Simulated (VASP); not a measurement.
# NaCl (I4/mmm) in VASP: single point with PBE

Aim: the single point of NaCl with PBE.

Program: VASP 6.6.1. These are calculated values, not measurements. Logs are shortened: lines on timing, memory, paths and dates and some standing lists are left out, and cuts for length are marked.

## Step 1: The cell of the first run

It takes space group I4/mmm (No. 139, tetragonal). The conventional cell has a = 3.940 Å, b = 3.940 Å, c = 5.851 Å, α = 90.00°, β = 90.00°, γ = 90.00°. Na (site symmetry 4/mmm) has 6 Cl at 2.79 to 2.93 Å within 3.7 Å. Cl (site symmetry 4/mmm) has 6 Na at 2.79 to 2.93 Å within 3.7 Å.

## Step 2: Single point, PBE

File INCAR:

```
SYSTEM = NaCl
PREC     = Accurate       ! precision mode
ENCUT    = 520            ! plane-wave cutoff, eV
EDIFF    = 1E-6           ! SCF threshold, eV
ISMEAR   = 0              ! smearing method
SIGMA    = 0.05           ! smearing width, eV
LREAL    = .FALSE.        ! projectors in reciprocal space
LASPH    = .TRUE.         ! aspherical terms in the spheres
NELM     = 100            ! most SCF steps
ALGO     = Normal         ! electronic algorithm
ISIF     = 2              ! what is computed and relaxed
LWAVE    = .FALSE.        ! write WAVECAR
LCHARG   = .FALSE.        ! write CHGCAR
GGA      = PE             ! functional
NBANDS   = 14             ! bands
```

File KPOINTS:

```
Automatic mesh
0
G
  8 8 8
  0 0 0
```

File POSCAR:

```
NaCl
1.0
    0.0000000000      2.7860686247      2.9253720560
    2.7860686247      0.0000000000      2.9253720560
    2.7860686247      2.7860686247      0.0000000000
Na Cl
1 1
Direct
    0.0000000000      0.0000000000      0.0000000000
    0.5000000000      0.5000000000      0.5000000000
```

Potentials or basis: VASP PAW PBE potentials, release 64 (Na_pv, Cl).

The run is started by

```sh
cat potpaw_PBE.64/Na_pv/POTCAR potpaw_PBE.64/Cl/POTCAR > POTCAR
mpirun -np 1 vasp_std > vasp.out
```

OUTCAR:

```text
SYSTEM = NaCl
   PREC = Accurate
   ENCUT = 520
   EDIFF = 1E-6
   ISMEAR = 0
   LREAL = .FALSE.
   LASPH = .TRUE.
   NELM = 100
   ISIF = 2
   GGA = PE

 ion  position               nearest neighbor table
   1  0.000  0.000  0.000-
   2  0.500  0.500  0.500-

  LATTYP: Found a body centered tetragonal cell.
 ALAT       =     3.9400960348
 C/A-ratio  =     1.4849242405

  Lattice vectors:

 A1 = (  -2.7860686247,   0.0000000000,   2.9253720560)
 A2 = (   2.7860686247,   0.0000000000,   2.9253720560)
 A3 = (   0.0000000000,   2.7860686247,  -2.9253720560)

Analysis of symmetry for initial positions (statically):
=====================================================================
 Subroutine PRICEL returns:
 Original cell was already a primitive cell.

 Routine SETGRP: Setting up the symmetry group for a
 body centered tetragonal supercell.

 Subroutine GETGRP returns: Found 16 space group operations
 (whereof 16 operations were pure point group operations)
 out of a pool of 16 trial point group operations.

The static configuration has the point symmetry D_4h.

Analysis of symmetry for dynamics (positions and initial velocities):
=====================================================================
 Subroutine PRICEL returns:
 Original cell was already a primitive cell.

 Routine SETGRP: Setting up the symmetry group for a
 body centered tetragonal supercell.

 Subroutine GETGRP returns: Found 16 space group operations
 (whereof 16 operations were pure point group operations)
 out of a pool of 16 trial point group operations.

The dynamic configuration has the point symmetry D_4h.

 Subroutine INISYM returns: Found 16 space group operations
 (whereof 16 operations are pure point group operations),
 and found     1 'primitive' translations

----------------------------------------------------------------------------------------

                                     Primitive cell

  volume of cell :      45.4145

  direct lattice vectors                    reciprocal lattice vectors
     0.000000000  2.786068625  2.925372056    -0.179464352  0.179464352  0.170918430
     2.786068625  0.000000000  2.925372056     0.179464352 -0.179464352  0.170918430
     2.786068625  2.786068625  0.000000000     0.179464352  0.179464352 -0.170918430

  length of vectors
     4.039799506  4.039799506  3.940096035     0.305986956  0.305986956  0.305986956

  position of ions in fractional coordinates (direct lattice)
     0.000000000  0.000000000  0.000000000
     0.500000000  0.500000000  0.500000000

  ion indices of the primitive-cell ions
   primitive index   ion index
                 1           1
                 2           2

----------------------------------------------------------------------------------------

 KPOINTS: Automatic mesh

Automatic generation of k-mesh.
 Grid dimensions read from file:
 generate k-points for:    8    8    8

 Generating k-lattice:

  Cartesian coordinates                     Fractional coordinates (reciprocal lattice)
    -0.022433044  0.022433044  0.021364804     0.125000000  0.000000000  0.000000000
     0.022433044 -0.022433044  0.021364804     0.000000000  0.125000000  0.000000000
     0.022433044  0.022433044 -0.021364804     0.000000000  0.000000000  0.125000000

  Length of vectors
     0.038248369  0.038248369  0.038248369

  Shift w.r.t. Gamma in fractional coordinates (k-lattice)
     0.000000000  0.000000000  0.000000000

 Subroutine IBZKPT returns following result:
 ===========================================

 Found     59 irreducible k-points:

 Following reciprocal coordinates:
            Coordinates               Weight
  0.000000  0.000000  0.000000      1.000000
  0.125000  0.000000  0.000000      8.000000
  0.250000  0.000000  0.000000      8.000000
  0.375000  0.000000  0.000000      8.000000
  0.500000  0.000000  0.000000      4.000000
  0.125000  0.125000  0.000000      2.000000
[... 16 lines left out ...]
  0.250000  0.000000  0.125000     16.000000
  0.375000  0.000000  0.125000     16.000000
 [... further k-points ...]
   k-points           NKPTS =     59   k-points in BZ     NKDIM =     59   number of bands    NBANDS=     14
   number of dos      NEDOS =    301   number of ions     NIONS =      2
   total plane-waves  NPLWV =  27000
   dimension x,y,z NGX =    30 NGY =   30 NGZ =   30
   dimension x,y,z NGXF=    60 NGYF=   60 NGZF=   60
   ions per type =               1   1
   NGX,Y,Z   is equivalent  to a cutoff of  12.35, 12.35, 12.66 a.u.
   NGXF,Y,Z  is equivalent  to a cutoff of  24.69, 24.69, 25.32 a.u.
 SYSTEM =  NaCl
   PREC   = accura    normal or accurate (medium, high low for compatibility)
   ISTART =      0    job   : 0-new  1-cont  2-samecut
   ICHARG =      2    charge: 1-file 2-atom 10-const
   ISPIN  =      1    spin polarized calculation?
   LNONCOLLINEAR =      F non collinear calculations
   LSORBIT =      F    spin-orbit coupling
   LASPH  =      T    aspherical Exc in radial PAW
   ENCUT  =  520.0 eV  38.22 Ry    6.18 a.u.   7.51  7.51  7.33*2*pi/ulx,y,z
   NELM   =    100;   NELMIN=  2; NELMDL= -5     # of ELM steps
   EDIFF  = 0.1E-05   stopping-criterion for ELM
   LREAL  =      F    real-space projection
   EDIFFG = 0.1E-04   stopping-criterion for IOM
   NSW    =      0    number of steps for IOM
   IBRION =     -1    ionic relax: 0-MD 1-quasi-New 2-CG
   NFREE  =      0    steps in history (QN), initial steepest desc. (CG)
   ISIF   =      2    stress and relaxation
   ISYM   =      2    0-nonsym 1-usesym 2-fastsym
   POTIM  = 0.5000    time-step for ionic-motion
   TEBEG  =    0.0;   TEEND  =   0.0 temperature during run
   PSTRESS=    0.0 pullay stress
   NELECT =      14.0000    total number of electrons
   NUPDOWN=      -1.0000    fix difference up-down
   EMIN   =  10.00;   EMAX   =-10.00  energy-range for DOS
   EFERMI =   0.00;   METHOD = LEGACY
   ISMEAR =     0;   SIGMA  =   0.05  broadening in eV -4-tet -1-fermi 0-gaus
   EFERMI_NEDOS =   21; number of points for ismear=-14 and -15
   IALGO  =     38    algorithm
   IMIX   =      4    mixing-type and parameters
     AMIX     =   0.40;   BMIX     =  1.00
     AMIX_MAG =   1.60;   BMIX_MAG =  1.00
  volume/ion in A,a.u.               =      22.71       153.24
  Fermi-wavevector in a.u.,A,eV,Ry     =   1.105909  2.089864 16.640388  1.223034
  Thomas-Fermi vector in A             =   2.242402
   LORBIT       =      0    0 simple, 1 ext, 2 COOP (PROOUT), +10 PAW based schemes
   GGA     = PE    functional components
   LHFCALC =     F    Hartree Fock is set to
   AEXX    =    0.0000 exact exchange contribution
   IVDW    =     0    specifies the selected vdW correction
   LEPSILON=     F    determine dielectric tensor
   LRPA    =     F    only Hartree local field effects (RPA)
 non-spin polarized calculation
 Gauss-broadening in eV      SIGMA  =   0.05
  energy-cutoff  :      520.00
  volume of cell :       45.41
 maximum number of plane-waves:      1251
   NGX = 15   NGY = 15   NGZ = 15

 number of electron      13.9999995 magnetization

 Free energy of the ion-electron system (eV)
  ---------------------------------------------------
  ext. energy  EPLUGINS =         0.00000000
  ---------------------------------------------------
  free energy    TOTEN  =        -6.76841860 eV

  energy without entropy =       -6.76841860  energy(sigma->0) =       -6.76841860

 E-fermi :  -0.4629     XC(G=0):  -8.1099

 val. band max:       -0.7848370339   @ k =   0.0000   0.0000   0.0000
 cond. band min:       4.2567296245   @ k =   0.0000   0.0000   0.0000
 fundamental gap:      5.0415666583
 Fermi energy:        -0.4628782013

 k-point     1 :       0.0000    0.0000    0.0000
  band No.  band energies     occupation
      1     -21.6468      2.00000
      2     -21.6384      2.00000
      3     -21.6384      2.00000
      4     -13.4381      2.00000
      5      -0.8163      2.00000
      6      -0.8163      2.00000
      7      -0.7848      2.00000
      8       4.2567      0.00000
      9      10.0726      0.00000
     10      10.4371      0.00000
     11      10.4372      0.00000
     12      12.1471      0.00000
     13      12.7420      0.00000
     14      14.0517      0.00000

 k-point     2 :       0.1250    0.0000    0.0000
  band No.  band energies     occupation
      1     -21.6485      2.00000
      2     -21.6413      2.00000
      3     -21.6385      2.00000
      4     -13.3925      2.00000
      5      -1.1685      2.00000
      6      -0.8495      2.00000
      7      -0.8400      2.00000
      8       4.7467      0.00000
      9       9.7538      0.00000
     10      10.3744      0.00000
     11      10.6382      0.00000
     12      11.9338      0.00000
     13      12.4305      0.00000
     14      14.9286      0.00000

 k-point     3 :       0.2500    0.0000    0.0000
  band No.  band energies     occupation
      1     -21.6558      2.00000
      2     -21.6449      2.00000
      3     -21.6389      2.00000
      4     -13.2794      2.00000
      5      -1.8818      2.00000
      6      -0.9484      2.00000
      7      -0.9273      2.00000
      8       5.7209      0.00000
      9       9.1798      0.00000
     10      10.3602      0.00000
     11      10.7955      0.00000
     12      12.3009      0.00000
     13      12.4951      0.00000
     14      14.7395      0.00000

 k-point     4 :       0.3750    0.0000    0.0000
  band No.  band energies     occupation
      1     -21.6651      2.00000
      2     -21.6466      2.00000
      3     -21.6392      2.00000
      4     -13.1618      2.00000
      5      -2.4716      2.00000
      6      -1.0515      2.00000
      7      -1.0024      2.00000
      8       6.3311      0.00000
      9       9.3558      0.00000
     10      10.0636      0.00000
     11      10.5279      0.00000
     12      13.7147      0.00000
     13      13.7292      0.00000
     14      14.2672      0.00000

 k-point     5 :       0.5000    0.0000    0.0000
  band No.  band energies     occupation
      1     -21.6690      2.00000
      2     -21.6472      2.00000
      3     -21.6394      2.00000
      4     -13.1116      2.00000
      5      -2.6935      2.00000
      6      -1.0928      2.00000
      7      -1.0327      2.00000
      8       6.4433      0.00000
      9       9.7136      0.00000
     10       9.9237      0.00000
     11      10.3886      0.00000
[... 276 lines left out ...]
 k-point    22 :       0.1250    0.0000    0.1250
  band No.  band energies     occupation
      1     -21.6478      2.00000
      2     -21.6426      2.00000
      3     -21.6398      2.00000
      4     -13.3750      2.00000
      5      -1.2057      2.00000
      6      -0.9289      2.00000
      7      -0.8750      2.00000
      8       4.9174      0.00000
      9       9.5490      0.00000
     10      10.4821      0.00000
     11      10.7145      0.00000
     12      11.6192      0.00000
     13      12.5358      0.00000
     14      15.5085      0.00000

 k-point    23 :       0.2500    0.0000    0.1250
  band No.  band energies     occupation
      1     -21.6523      2.00000
      2     -21.6465      2.00000
      3     -21.6403      2.00000
      4     -13.2852      2.00000
      5      -1.7291      2.00000
      6      -1.0225      2.00000
      7      -0.9780      2.00000
      8       5.7505      0.00000
      9       8.9239      0.00000
     10      10.5224      0.00000
     11      10.8503      0.00000
     12      11.5424      0.00000
     13      12.8631      0.00000
     14      15.8530      0.00000

 k-point    24 :       0.3750    0.0000    0.1250
  band No.  band energies     occupation
      1     -21.6613      2.00000
      2     -21.6478      2.00000
      3     -21.6408      2.00000
      4     -13.1722      2.00000
      5      -2.2888      2.00000
      6      -1.1171      2.00000
      7      -1.1016      2.00000
      8       6.5532      0.00000
      9       8.8720      0.00000
     10       9.9334      0.00000
     11      10.6302      0.00000
     12      12.6784      0.00000
     13      14.0721      0.00000
     14      15.4272      0.00000

 [... further k-points ...]

------------------------ aborting loop because EDIFF is reached ----------------------------------------

  FORCE on cell =-STRESS in cart. coord.  units (eV):
  Direction    XX          YY          ZZ          XY          YZ          ZX
  --------------------------------------------------------------------------------------
  -------------------------------------------------------------------------------------
  Total        0.3202711      0.3202711     -0.1826901      0.0000000      0.0000000      0.0000000
  in kB       11.2988327     11.2988327     -6.4451168      0.0000000      0.0000000      0.0000000
  external PRESSURE =       5.3841829 kB  Pullay stress =       0.0000000 kB

 VOLUME and BASIS-vectors are now :
 -----------------------------------------------------------------------------
  energy-cutoff  :      520.00
  volume of cell :       45.41
      direct lattice vectors                 reciprocal lattice vectors
     0.000000000  2.786068625  2.925372056    -0.179464352  0.179464352  0.170918430
     2.786068625  0.000000000  2.925372056     0.179464352 -0.179464352  0.170918430
     2.786068625  2.786068625  0.000000000     0.179464352  0.179464352 -0.170918430

 POSITION                                       TOTAL-FORCE (eV/Angst)
 -----------------------------------------------------------------------------------
      0.00000      0.00000      0.00000        -0.000000      0.000000      0.000000
      2.78607      2.78607      2.92537         0.000000     -0.000000     -0.000000
 -----------------------------------------------------------------------------------
    total drift:                               -0.000000      0.000000      0.000000

  FREE ENERGIE OF THE ION-ELECTRON SYSTEM (eV)
  ---------------------------------------------------
  free  energy   TOTEN  =        -6.7684185965 eV

  energy  without entropy=       -6.7684185965  energy(sigma->0) =       -6.76841860
```

Run time: 52 s. Hardware: 1 thread of Intel Xeon 8259CL, shared host; peak memory 0.18 GiB.

Results:

```yaml
Free_energy: -6.7684 eV
Pressure: 0.5 GPa
Band_gap_on_the_k_mesh: 5.04 eV
```

Levels at points of the mesh, in eV from the valence-band top:
| k point | band 4 | band 5 | band 6 | band 7 | band 8 | band 9 | band 10 | band 11 |
| --- | --- | --- | --- | --- | --- | --- | --- | --- |
| (0.00, 0.00, 0.00) | -12.65 | -0.03 | -0.03 | 0.00 | 5.04 | 10.86 | 11.22 | 11.22 |
| (0.50, 0.00, 0.00) | -12.33 | -1.91 | -0.31 | -0.25 | 7.23 | 10.50 | 10.71 | 11.17 |
| (0.50, 0.50, 0.00) | -12.31 | -1.66 | -0.54 | -0.54 | 7.50 | 8.19 | 10.90 | 14.88 |
| (0.50, 0.00, 0.50) | -12.27 | -1.64 | -0.71 | -0.56 | 7.49 | 8.02 | 11.37 | 14.22 |
